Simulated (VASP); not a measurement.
Input of a VASP 6.6.1 run:

Contents of INCAR:

```
ALGO = Normal ; EDIFF = 1E-6
ENCUT = 520 ; GGA = PE
ISIF = 2 ; ISMEAR = 0
LASPH = T ; LCHARG = F
LREAL = F ; LWAVE = F
NBANDS = 32 ; NELM = 80
PREC = Accurate ; SIGMA = 0.1
```

File KPOINTS:

```
k-points
0
Gamma
  6 6 6
```

The input POSCAR:

```
MgZr2Au2
1.0
   -2.1010198605      2.1010198605      6.4540165705
    2.1010198605     -2.1010198605      6.4540165705
    2.1010198605      2.1010198605     -6.4540165705
Mg Zr Au
1 2 2
Direct
    0.0000000000      0.0000000000      0.0000000000
    0.2500000000      0.7500000000      0.5000000000
    0.7500000000      0.2500000000      0.5000000000
    0.6014156721      0.6014156721      0.0000000000
    0.3985843279      0.3985843279      0.0000000000
```

Potentials or basis: VASP PAW PBE potentials, release 64 (Mg, Zr_sv, Au).

Run with:

```sh
$ cat potpaw_PBE.64/Mg/POTCAR potpaw_PBE.64/Zr_sv/POTCAR potpaw_PBE.64/Au/POTCAR > POTCAR
$ mpirun -np 1 vasp_std > vasp.out
```

Q: Estimate the band gap on the k mesh.

A: Zero (bands 24 and 25 overlap by 1.21 eV).

Q: What does it give for the pressure?

A: -0.1 GPa.

Stress tensor (GPa, compression positive):
```
-0.11  0.00  0.00
 0.00 -0.11  0.00
 0.00  0.00  0.00
```

Caveat: spin-orbit coupling is left out, which moves the levels of the heavy elements.
